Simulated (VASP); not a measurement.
Crystal: Rh.

```xyz
1
Lattice="0.0000 1.8851 1.8851 1.8851 0.0000 1.8851 1.8851 1.8851 0.0000" Properties=species:S:1:pos:R:3 pbc="T T T"
Rh    0.0000    0.0000    0.0000
```

Base run:

```yaml
Program: VASP 6.6.1
Functional: r2SCAN
Potentials_or_basis: VASP PAW PBE potentials, release 64 (Rh_pv)
Cutoff: 550 eV
k_mesh: 12 × 12 × 12
Occupations: fermi-dirac, width 0.05 eV
Spin: no spin polarisation
```

Its results: band gap on the k mesh zero (an odd number of electrons rules out a gap without spin polarisation); pressure 8.2 GPa.

Q: The run is repeated on the same cell with these changes: functional from r2SCAN to PBE0; cutoff from 550 eV to 520 eV; k mesh from 12 × 12 × 12 to 8 × 8 × 8. What comes out?

A: Band gap on the k mesh zero (an odd number of electrons rules out a gap without spin polarisation); pressure 3.7 GPa.

Several settings changed at once.

Caveats: some runs use coarse meshes; the PAW data sets were made with another functional, which shifts forces and pressure a little; the cell stands under pressure (at least some runs); an empty level that is flat over the whole mesh can mark a ghost state of the potentials, or a narrow d or f band (at least some runs).
